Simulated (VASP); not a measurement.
# BaTiO3 (Pm-3m) in VASP: single point with PBE

Aim: the single point of BaTiO3 with PBE.

Everything below comes from runs of VASP 6.6.1. Logs are shortened: lines on timing, memory, paths and dates and some standing lists are left out, and cuts for length are marked.

## Step 1: The cell of the first run

It takes space group Pm-3m (No. 221, cubic). The conventional cell has a = 4.006 Å, b = 4.006 Å, c = 4.006 Å, α = 90.00°, β = 90.00°, γ = 90.00°. Within 3.7 Å of Ba (site symmetry m-3m) lie 12 O at 2.83 Å and 8 Ti at 3.47 Å. Ti (site symmetry m-3m) has 6 O at 2.00 Å within 2.7 Å. O (site symmetry 4/mmm) has 2 Ti at 2.00 Å within 2.7 Å.

## Step 2: Single point, PBE

INCAR

```
ALGO     = Normal         # electronic algorithm
EDIFF    = 1E-6           # SCF threshold, eV
ENCUT    = 600            # plane-wave cutoff, eV
GGA      = PE             # functional
GGA_COMPAT= F            
ISIF     = 2              # what is computed and relaxed
ISMEAR   = 0              # smearing method
LASPH    = T              # aspherical terms in the spheres
LCHARG   = F              # write CHGCAR
LREAL    = F              # projectors in reciprocal space
LWAVE    = F              # write WAVECAR
NBANDS   = 28             # bands
NELM     = 120            # most SCF steps
PREC     = Accurate       # precision mode
SIGMA    = 0.01           # smearing width, eV
```

KPOINTS

```
k-points
0
Gamma
  4 4 4
```

POSCAR

```
BaTiO3
1.0
    4.0060000000      0.0000000000      0.0000000000
    0.0000000000      4.0060000000      0.0000000000
    0.0000000000      0.0000000000      4.0060000000
Ba Ti O
1 1 3
Direct
    0.5000000000      0.5000000000      0.5000000000
    0.0000000000      0.0000000000      0.0000000000
    0.5000000000      0.0000000000      0.0000000000
    0.0000000000      0.0000000000      0.5000000000
    0.0000000000      0.5000000000      0.0000000000
```

Potentials or basis: VASP PAW PBE potentials, release 64 (Ba_sv, Ti_sv, O).

The run is started by

```sh
cat potpaw_PBE.64/Ba_sv/POTCAR potpaw_PBE.64/Ti_sv/POTCAR potpaw_PBE.64/O/POTCAR > POTCAR
mpirun -np 1 vasp_std > vasp.out
```

OUTCAR:

```text
EDIFF = 1E-6
   ENCUT = 600
   GGA = PE
   ISIF = 2
   ISMEAR = 0
   LASPH = T
   LREAL = F
   NELM = 120
   PREC = Accurate

 ion  position               nearest neighbor table
   1  0.500  0.500  0.500-   3 2.83   4 2.83   5 2.83   3 2.83   5 2.83   3 2.83   4 2.83   3 2.83
                             4 2.83   5 2.83   5 2.83   4 2.83   2 3.47   2 3.47   2 3.47   2 3.47
   2  0.000  0.000  0.000-   3 2.00   4 2.00   5 2.00   4 2.00   5 2.00   3 2.00   1 3.47   1 3.47
                             1 3.47   1 3.47   1 3.47   1 3.47   1 3.47   1 3.47
   3  0.500  0.000  0.000-   2 2.00   2 2.00   1 2.83   1 2.83   1 2.83   1 2.83
   4  0.000  0.000  0.500-   2 2.00   2 2.00   1 2.83   1 2.83   1 2.83   1 2.83
   5  0.000  0.500  0.000-   2 2.00   2 2.00   1 2.83   1 2.83   1 2.83   1 2.83

  LATTYP: Found a simple cubic cell.
 ALAT       =     4.0060000000

  Lattice vectors:

 A1 = (   4.0060000000,   0.0000000000,   0.0000000000)
 A2 = (   0.0000000000,   4.0060000000,   0.0000000000)
 A3 = (   0.0000000000,   0.0000000000,   4.0060000000)

Analysis of symmetry for initial positions (statically):
=====================================================================
 Subroutine PRICEL returns:
 Original cell was already a primitive cell.

 Routine SETGRP: Setting up the symmetry group for a
 simple cubic supercell.

 Subroutine GETGRP returns: Found 48 space group operations
 (whereof 48 operations were pure point group operations)
 out of a pool of 48 trial point group operations.

The static configuration has the point symmetry O_h .

Analysis of symmetry for dynamics (positions and initial velocities):
=====================================================================
 Subroutine PRICEL returns:
 Original cell was already a primitive cell.

 Routine SETGRP: Setting up the symmetry group for a
 simple cubic supercell.

 Subroutine GETGRP returns: Found 48 space group operations
 (whereof 48 operations were pure point group operations)
 out of a pool of 48 trial point group operations.

The dynamic configuration has the point symmetry O_h .

 Subroutine INISYM returns: Found 48 space group operations
 (whereof 48 operations are pure point group operations),
 and found     1 'primitive' translations

----------------------------------------------------------------------------------------

                                     Primitive cell

  volume of cell :      64.2884

  direct lattice vectors                    reciprocal lattice vectors
     4.006000000  0.000000000  0.000000000     0.249625562  0.000000000  0.000000000
     0.000000000  4.006000000  0.000000000     0.000000000  0.249625562  0.000000000
     0.000000000  0.000000000  4.006000000     0.000000000  0.000000000  0.249625562

  length of vectors
     4.006000000  4.006000000  4.006000000     0.249625562  0.249625562  0.249625562

  position of ions in fractional coordinates (direct lattice)
     0.500000000  0.500000000  0.500000000
     0.000000000  0.000000000  0.000000000
     0.500000000  0.000000000  0.000000000
     0.000000000  0.000000000  0.500000000
     0.000000000  0.500000000  0.000000000

  ion indices of the primitive-cell ions
   primitive index   ion index
                 1           1
                 2           2
                 3           3
                 4           4
                 5           5

----------------------------------------------------------------------------------------

 KPOINTS: k-points

Automatic generation of k-mesh.
 Grid dimensions read from file:
 generate k-points for:    4    4    4

 Generating k-lattice:

  Cartesian coordinates                     Fractional coordinates (reciprocal lattice)
     0.062406390  0.000000000  0.000000000     0.250000000  0.000000000  0.000000000
     0.000000000  0.062406390  0.000000000     0.000000000  0.250000000  0.000000000
     0.000000000  0.000000000  0.062406390     0.000000000  0.000000000  0.250000000

  Length of vectors
     0.062406390  0.062406390  0.062406390

  Shift w.r.t. Gamma in fractional coordinates (k-lattice)
     0.000000000  0.000000000  0.000000000

 Subroutine IBZKPT returns following result:
 ===========================================

 Found     10 irreducible k-points:

 Following reciprocal coordinates:
            Coordinates               Weight
  0.000000  0.000000  0.000000      1.000000
  0.250000  0.000000  0.000000      6.000000
  0.500000  0.000000  0.000000      3.000000
  0.250000  0.250000  0.000000     12.000000
  0.500000  0.250000  0.000000     12.000000
  0.500000  0.500000  0.000000      3.000000
  0.250000  0.250000  0.250000      8.000000
  0.500000  0.250000  0.250000     12.000000
  0.500000  0.500000  0.250000      6.000000
  0.500000  0.500000  0.500000      1.000000
   k-points           NKPTS =     10   k-points in BZ     NKDIM =     10   number of bands    NBANDS=     28
   number of dos      NEDOS =    301   number of ions     NIONS =      5
   total plane-waves  NPLWV =  32768
   dimension x,y,z NGX =    32 NGY =   32 NGZ =   32
   dimension x,y,z NGXF=    64 NGYF=   64 NGZF=   64
   ions per type =               1   1   3
   NGX,Y,Z   is equivalent  to a cutoff of  13.28, 13.28, 13.28 a.u.
   NGXF,Y,Z  is equivalent  to a cutoff of  26.56, 26.56, 26.56 a.u.
 SYSTEM =  unknown system
   PREC   = accura    normal or accurate (medium, high low for compatibility)
   ISTART =      0    job   : 0-new  1-cont  2-samecut
   ICHARG =      2    charge: 1-file 2-atom 10-const
   ISPIN  =      1    spin polarized calculation?
   LNONCOLLINEAR =      F non collinear calculations
   LSORBIT =      F    spin-orbit coupling
   LASPH  =      T    aspherical Exc in radial PAW
   ENCUT  =  600.0 eV  44.10 Ry    6.64 a.u.   8.00  8.00  8.00*2*pi/ulx,y,z
   NELM   =    120;   NELMIN=  2; NELMDL= -5     # of ELM steps
   EDIFF  = 0.1E-05   stopping-criterion for ELM
   LREAL  =      F    real-space projection
   EDIFFG = 0.1E-04   stopping-criterion for IOM
   NSW    =      0    number of steps for IOM
   IBRION =     -1    ionic relax: 0-MD 1-quasi-New 2-CG
   NFREE  =      0    steps in history (QN), initial steepest desc. (CG)
   ISIF   =      2    stress and relaxation
   ISYM   =      2    0-nonsym 1-usesym 2-fastsym
   POTIM  = 0.5000    time-step for ionic-motion
   TEBEG  =    0.0;   TEEND  =   0.0 temperature during run
   PSTRESS=    0.0 pullay stress
   NELECT =      40.0000    total number of electrons
   NUPDOWN=      -1.0000    fix difference up-down
   EMIN   =  10.00;   EMAX   =-10.00  energy-range for DOS
   EFERMI =   0.00;   METHOD = LEGACY
   ISMEAR =     0;   SIGMA  =   0.01  broadening in eV -4-tet -1-fermi 0-gaus
   EFERMI_NEDOS =   21; number of points for ismear=-14 and -15
   IALGO  =     38    algorithm
   IMIX   =      4    mixing-type and parameters
     AMIX     =   0.40;   BMIX     =  1.00
     AMIX_MAG =   1.60;   BMIX_MAG =  1.00
  volume/ion in A,a.u.               =      12.86        86.77
  Fermi-wavevector in a.u.,A,eV,Ry     =   1.397603  2.641087 26.576187  1.953295
  Thomas-Fermi vector in A             =   2.520843
   LORBIT       =      0    0 simple, 1 ext, 2 COOP (PROOUT), +10 PAW based schemes
   GGA     = PE    functional components
   LHFCALC =     F    Hartree Fock is set to
   AEXX    =    0.0000 exact exchange contribution
   IVDW    =     0    specifies the selected vdW correction
   LEPSILON=     F    determine dielectric tensor
   LRPA    =     F    only Hartree local field effects (RPA)
 non-spin polarized calculation
 Gauss-broadening in eV      SIGMA  =   0.01
  energy-cutoff  :      600.00
  volume of cell :       64.29
 maximum number of plane-waves:      2176
   NGX = 17   NGY = 17   NGZ = 17

 number of electron      39.9999998 magnetization

 Free energy of the ion-electron system (eV)
  ---------------------------------------------------
  ext. energy  EPLUGINS =         0.00000000
  ---------------------------------------------------
  free energy    TOTEN  =       -39.96012005 eV

  energy without entropy =      -39.96012005  energy(sigma->0) =      -39.96012005

 E-fermi :   3.9440     XC(G=0): -11.2461

 val. band max:        3.8169486717   @ k =   0.5000   0.5000   0.5000
 cond. band min:       5.5394317539   @ k =   0.0000   0.0000   0.0000
 fundamental gap:      1.7224830822
 Fermi energy:         3.9440110450

 k-point     1 :       0.0000    0.0000    0.0000
  band No.  band energies     occupation
      1     -52.8561      2.00000
      2     -29.0648      2.00000
      3     -29.0648      2.00000
      4     -29.0648      2.00000
      5     -21.0046      2.00000
      6     -13.0713      2.00000
[... 20 lines left out ...]
     27       8.8625      0.00000
     28      11.1709      0.00000

 k-point     2 :       0.2500    0.0000    0.0000
  band No.  band energies     occupation
      1     -52.8556      2.00000
      2     -29.0905      2.00000
      3     -29.0638      2.00000
      4     -29.0638      2.00000
      5     -20.9464      2.00000
      6     -13.1412      2.00000
[... 20 lines left out ...]
     27       9.9799      0.00000
     28      12.1715      0.00000

 k-point     3 :       0.5000    0.0000    0.0000
  band No.  band energies     occupation
      1     -52.8551      2.00000
      2     -29.1161      2.00000
      3     -29.0628      2.00000
      4     -29.0628      2.00000
      5     -20.8867      2.00000
      6     -13.2939      2.00000
[... 20 lines left out ...]
     27      11.4000      0.00000
     28      12.0020      0.00000

 k-point     4 :       0.2500    0.2500    0.0000
  band No.  band energies     occupation
      1     -52.8551      2.00000
      2     -29.0896      2.00000
      3     -29.0888      2.00000
      4     -29.0628      2.00000
      5     -20.8983      2.00000
      6     -13.0355      2.00000
[... 144 lines left out ...]
     27      12.0759      0.00000
     28      12.1163      0.00000

 k-point     9 :       0.5000    0.5000    0.2500
  band No.  band energies     occupation
      1     -52.8537      2.00000
      2     -29.1116      2.00000
      3     -29.1116      2.00000
      4     -29.0858      2.00000
      5     -20.7782      2.00000
      6     -12.4477      2.00000
[... 20 lines left out ...]
     27      11.8567      0.00000
     28      11.8567      0.00000

 k-point    10 :       0.5000    0.5000    0.5000
  band No.  band energies     occupation
      1     -52.8532      2.00000
      2     -29.1104      2.00000
      3     -29.1104      2.00000
      4     -29.1104      2.00000
      5     -20.7451      2.00000
      6     -12.1624      2.00000
[... 20 lines left out ...]
     27      11.4429      0.00000
     28      11.4429      0.00000

------------------------ aborting loop because EDIFF is reached ----------------------------------------

  FORCE on cell =-STRESS in cart. coord.  units (eV):
  Direction    XX          YY          ZZ          XY          YZ          ZX
  --------------------------------------------------------------------------------------
  -------------------------------------------------------------------------------------
  Total        1.3181778      1.3181778      1.3181778      0.0000000      0.0000000      0.0000000
  in kB       32.8512370     32.8512370     32.8512370      0.0000000      0.0000000      0.0000000
  external PRESSURE =      32.8512370 kB  Pullay stress =       0.0000000 kB

 VOLUME and BASIS-vectors are now :
 -----------------------------------------------------------------------------
  energy-cutoff  :      600.00
  volume of cell :       64.29
      direct lattice vectors                 reciprocal lattice vectors
     4.006000000  0.000000000  0.000000000     0.249625562  0.000000000  0.000000000
     0.000000000  4.006000000  0.000000000     0.000000000  0.249625562  0.000000000
     0.000000000  0.000000000  4.006000000     0.000000000  0.000000000  0.249625562

 POSITION                                       TOTAL-FORCE (eV/Angst)
 -----------------------------------------------------------------------------------
      2.00300      2.00300      2.00300         0.000000      0.000000      0.000000
      0.00000      0.00000      0.00000         0.000000      0.000000      0.000000
      2.00300      0.00000      0.00000         0.000000      0.000000      0.000000
      0.00000      0.00000      2.00300         0.000000      0.000000      0.000000
      0.00000      2.00300      0.00000         0.000000      0.000000      0.000000
 -----------------------------------------------------------------------------------
    total drift:                                0.000000      0.000000     -0.000000

  FREE ENERGIE OF THE ION-ELECTRON SYSTEM (eV)
  ---------------------------------------------------
  free  energy   TOTEN  =       -39.9601200510 eV

  energy  without entropy=      -39.9601200510  energy(sigma->0) =      -39.96012005
```

Run time: 8.5 s. Hardware: 1 thread of Intel Xeon 6975P-C (Granite Rapids), shared host; peak memory 0.18 GiB.

What came out:

```yaml
Free_energy: -39.9601 eV
Pressure: 3.3 GPa
Band_gap_on_the_k_mesh: 1.72 eV (least direct gap 1.87 eV)
```

Caveat: the cell stands under pressure; spin-orbit coupling is left out, which moves the levels of the heavy elements.
